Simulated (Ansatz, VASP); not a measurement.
**One calculation of Ti, two programs**

```
Ti
1.0
     0.00000    1.98856    1.98856
     1.98856    0.00000    1.98856
     1.98856    1.98856    0.00000
Ti
1
Cartesian
  0.0000 0.0000 0.0000
```

Alike in both runs: task single point; functional PBEsol; k mesh 11 × 11 × 11; occupations fermi-dirac, width 0.05 eV; no spin polarisation.

|  | VASP | Ansatz |
| --- | --- | --- |
| version | VASP 6.6.1 | Ansatz 0.2.0 |
| potentials or method | VASP PAW PBE potentials, release 64 (Ti_sv) | Ansatz PAW |
| plane-wave cutoff (eV) | 520 | 420 |
| valence electrons in the cell | 12 | 12 |

|  | VASP | Ansatz | Ansatz less VASP |
| --- | --- | --- | --- |
| gap on the k mesh at the Fermi level (eV) | none | none | - |
| pressure (GPa) | 6.8 | 7.2 | +0.38 |

VASP's potentials were made for PBE, not for PBEsol. A gap of «none» marks a metal or a gap that the smearing closes. With one functional, cell and mesh, what is left measures potentials, basis and numerics.
